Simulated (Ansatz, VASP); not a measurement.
## B in VASP and in Ansatz

```xyz
4
Lattice="-1.5022 1.9336 2.6161 1.5022 -1.9336 2.6161 1.5022 1.9336 -2.6161" Properties=species:S:1:pos:R:3 pbc="T T T"
B     0.0000    1.9334    1.7476
B     0.0000   -0.0002    3.4846
B     1.5022    0.0002    0.8685
B     1.5022    1.9338   -0.8685
```

Alike in both runs: functional PBE; k mesh 8 × 8 × 8; occupations gaussian, width 0.1 eV; no spin polarisation.

Ansatz relaxed the structure, and its values are those at the end. VASP's run is a single point on that final structure, the one shown.

|  | VASP | Ansatz |
| --- | --- | --- |
| version | VASP 6.6.1 | Ansatz 0.2.0 |
| potentials or method | VASP PAW PBE potentials, release 64 (B), cutoff 520 eV | scalar-relativistic, plane waves, PAW |
| valence electrons in the cell | 12 | 12 |

```tsv
	VASP	Ansatz	Ansatz less VASP
gap on the k mesh at the Fermi level (eV)	none	none	-
pressure (GPa)	-0.1	-0.1	-0.04
```

A gap of «none» marks a metal or a gap that the smearing closes.
